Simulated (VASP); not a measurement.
Input of a VASP 6.6.1 run:

File INCAR:

```
  PREC = Accurate
  ENCUT = 600
  EDIFF = 1E-7
  ISMEAR = -1
  SIGMA = 0.05
  LREAL = F
  LASPH = T
  NELM = 80
  ALGO = Normal
  ISIF = 3
  LWAVE = F
  LCHARG = F
  GGA = PE
  IVDW = 13
  IBRION = 2
  NSW = 60
  EDIFFG = -0.01
```

Contents of KPOINTS:

```
Automatic mesh
0
Gamma
  7 7 9
```

File POSCAR:

```
Ti
1.0
    4.5673748306      0.0000000000      0.0000000000
   -2.2836874153      3.9554626319      0.0000000000
    0.0000000000      0.0000000000      2.8262442700
Ti
3
Direct
    0.6666666667      0.3333333333      0.5000000000
    0.3333333333      0.6666666667      0.5000000000
    0.0000000000      0.0000000000      0.0000000000
```

Potentials or basis: VASP PAW PBE potentials, release 64 (Ti_sv).

Run with:

```console
$ cat potpaw_PBE.64/Ti_sv/POTCAR > POTCAR
$ mpirun -np 1 vasp_std > vasp.out
```

Q: What does it give for the space group after relaxing (to 0.1 Å)?

A: P6/mmm (No. 191).

Q: Predict the relaxed cell.

A: a = 4.550 Å, b = 4.550 Å, c = 2.814 Å, α = 90.00°, β = 90.00°, γ = 120.00°.

Q: Estimate the band gap on the k mesh.

A: Zero (bands 18 and 19 overlap by 0.27 eV).

Final structure:
```
Ti
1.0
     4.54958    0.00000    0.00000
    -2.27479    3.94005    0.00000
     0.00000    0.00000    2.81411
Ti
3
Direct
  0.66667 0.33333 0.50000
  0.33333 0.66667 0.50000
  0.00000 0.00000 0.00000
```
